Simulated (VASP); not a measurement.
# W (P6/mmm) in VASP: notebook, part 2 of 2

VASP 6.6.1. The steps go on from the part before.

## 5. Single point, RPBE (volume scaled by 1.08)

INCAR reads:

```
SYSTEM = W
ALGO = Normal
EDIFF = 1E-7
ENCUT = 520
GGA = RP
ISIF = 2
ISMEAR = -1
LASPH = .True.
LCHARG = .False.
LREAL = .False.
LWAVE = .False.
NBANDS = 28
NELM = 60
PREC = Accurate
SIGMA = 0.1
```

KPOINTS reads:

```
k-points
0
Gamma
  9 9 13
  0 0 0
```

POSCAR reads:

```
W
1.0
    4.8295022228      0.0000000000      0.0000000000
   -2.4147511114      4.1824716126      0.0000000000
    0.0000000000      0.0000000000      2.6893967768
W
3
Direct
    0.0000000000      0.0000000000      0.0000000000
    0.3333333333      0.6666666667      0.5000000000
    0.6666666667      0.3333333333      0.5000000000
```

Potentials or basis: VASP PAW PBE potentials, release 64 (W_sv).

The run is started by

```
$ cat potpaw_PBE.64/W_sv/POTCAR > POTCAR
$ mpirun -np 1 vasp_std > vasp.out
```

OUTCAR:

```text
SYSTEM = W
   EDIFF = 1E-7
   ENCUT = 520
   GGA = RP
   ISIF = 2
   ISMEAR = -1
   LASPH = .True.
   LREAL = .False.
   NELM = 60
   PREC = Accurate

 ion  position               nearest neighbor table
   1  0.000  0.000  0.000-   2 3.10   3 3.10   2 3.10   3 3.10   3 3.10   3 3.10   2 3.10   2 3.10
                             3 3.10   3 3.10   2 3.10   2 3.10
   2  0.333  0.667  0.500-   3 2.79   3 2.79   3 2.79   1 3.10   1 3.10   1 3.10   1 3.10   1 3.10
                             1 3.10
   3  0.667  0.333  0.500-   2 2.79   2 2.79   2 2.79   1 3.10   1 3.10   1 3.10   1 3.10   1 3.10
                             1 3.10

[... 943 lines left out ...]
  --------------------------------------------------------------------------------------
  -------------------------------------------------------------------------------------
  Total       -5.4724903     -5.4724903     -6.4215941      0.0000000      0.0000000      0.0000000
  in kB     -161.4006681   -161.4006681   -189.3926759      0.0000000      0.0000000      0.0000000
  external PRESSURE =    -170.7313374 kB  Pullay stress =       0.0000000 kB

 VOLUME and BASIS-vectors are now :
 -----------------------------------------------------------------------------
  energy-cutoff  :      520.00
  volume of cell :       54.32
      direct lattice vectors                 reciprocal lattice vectors
     4.829502223  0.000000000  0.000000000     0.207060677  0.119546538  0.000000000
    -2.414751111  4.182471613  0.000000000     0.000000000  0.239093075  0.000000000
     0.000000000  0.000000000  2.689396777     0.000000000  0.000000000  0.371830594

 POSITION                                       TOTAL-FORCE (eV/Angst)
 -----------------------------------------------------------------------------------
      0.00000      0.00000      0.00000         0.000000      0.000000      0.000000
     -0.00000      2.78831      1.34470        -0.000000      0.000000     -0.000000
      2.41475      1.39416      1.34470         0.000000      0.000000      0.000000
 -----------------------------------------------------------------------------------
    total drift:                                0.000000      0.000000     -0.000000

  FREE ENERGIE OF THE ION-ELECTRON SYSTEM (eV)
  ---------------------------------------------------
  free  energy   TOTEN  =       -35.4182249749 eV

  energy  without entropy=      -35.2925608030  energy(sigma->0) =      -35.35539289
```

stdout:

```text
POSCAR found type information on POSCAR W
 POSCAR found :  1 types and       3 ions
 scaLAPACK will be used
 -----------------------------------------------------------------------------
|                                                                             |
|                                                                             |
|     You enforced a specific xc type in the INCAR file but a different       |
|     I HOPE YOU KNOW WHAT YOU ARE DOING!                                     |
|                                                                             |
 -----------------------------------------------------------------------------

 LDA part: xc-table for (Slater+PW92), standard interpolation
 POSCAR, INCAR and KPOINTS ok, starting setup
 FFT: planning ... GRIDC
 FFT: planning ... GRID_SOFT
 FFT: planning ... GRID
 WAVECAR not read
 entering main loop
```

It took 3.9 min on 1 thread of AMD EPYC 7R13, shared host; peak memory 0.2 GiB.

Results:

| Property | Result |
| --- | --- |
| Free energy | -35.4182 eV |
| Pressure | -17.1 GPa |
| Band gap on the k mesh | zero (band 21 reaches 9.85 eV, above the bottom of band 22 at 9.18 eV) |

Levels at points of the mesh, in eV from the Fermi level:
```
           k point  band 18  band 19  band 20  band 21  band 22  band 23  band 24  band 25
(0.00, 0.00, 0.00)    -2.25    -2.25    -2.01    -0.21    -0.21     1.95     1.95     2.02
```

Caveat: the PAW data sets were made with another functional, which shifts forces and pressure a little; spin-orbit coupling is left out, which moves the levels of the heavy elements.

## 6. Single point, RPBE (volume scaled by 1.12)

INCAR reads:

```
SYSTEM = W
ALGO = Normal
EDIFF = 1E-7
ENCUT = 520
GGA = RP
ISIF = 2
ISMEAR = -1
LASPH = .TRUE.
LCHARG = .FALSE.
LREAL = .FALSE.
LWAVE = .FALSE.
NBANDS = 28
NELM = 100
PREC = Accurate
SIGMA = 0.1
```

KPOINTS reads:

```
k-points
0
G
  9 9 13
  0 0 0
```

POSCAR reads:

```
W
1.0
    4.8884043965      0.0000000000      0.0000000000
   -2.4442021982      4.2334823913      0.0000000000
    0.0000000000      0.0000000000      2.7221975311
W
3
Direct
    0.0000000000      0.0000000000      0.0000000000
    0.3333333333      0.6666666667      0.5000000000
    0.6666666667      0.3333333333      0.5000000000
```

Potentials or basis: VASP PAW PBE potentials, release 64 (W_sv).

The run is started by

```
$ cat potpaw_PBE.64/W_sv/POTCAR > POTCAR
$ mpirun -np 1 vasp_std > vasp.out
```

Wall time 3.9 min (1 thread of AMD EPYC 7R13, shared host); peak memory 0.2 GiB.

The run converged. Its results:

```
Free energy            : -35.1632 eV
Pressure               : -23.5 GPa
Band gap on the k mesh : zero (band 21 reaches 9.37 eV, above the bottom of band 22 at 8.73 eV)
```

Stress tensor (GPa, compression positive):
```
-22.30   0.00   0.00
  0.00 -22.30   0.00
  0.00   0.00 -25.81
```

Levels at points of the mesh, in eV from the Fermi level:
```tsv
k point	band 17	band 18	band 19	band 20	band 21	band 22	band 23	band 24	band 25	band 26
(0.00, 0.00, 0.00)	-2.22	-2.17	-2.17	-1.92	-0.19	-0.19	1.87	1.87	1.95	1.95
```

Caveat: the PAW data sets were made with another functional, which shifts forces and pressure a little; spin-orbit coupling is left out, which moves the levels of the heavy elements.

## 7. Overview

| cell | gap on the mesh (eV) | pressure (GPa) |
| --- | --- | --- |
| a = 4.644, b = 4.644, c = 2.586 Å, angles 90.0, 90.0, 120.0°, 3 atoms | none | 12.6 |
| a = 4.707, b = 4.707, c = 2.621 Å, angles 90.0, 90.0, 120.0°, 3 atoms | none | 0.6 |
| a = 4.769, b = 4.769, c = 2.656 Å, angles 90.0, 90.0, 120.0°, 3 atoms | none | -9.2 |
| a = 4.830, b = 4.830, c = 2.689 Å, angles 90.0, 90.0, 120.0°, 3 atoms | none | -17.1 |
| a = 4.888, b = 4.888, c = 2.722 Å, angles 90.0, 90.0, 120.0°, 3 atoms | none | -23.5 |

Alike in all rows: task single point; level RPBE; potentials or basis VASP PAW PBE potentials, release 64 (W_sv); no spin polarisation; k mesh 9 × 9 × 13; cutoff (eV) 520; smearing fermi-dirac 0.1 eV.

Caveats: the PAW data sets were made with another functional, which shifts forces and pressure a little; spin-orbit coupling is left out, which moves the levels of the heavy elements.

Absolute energies hang on the potentials; compare differences alone.
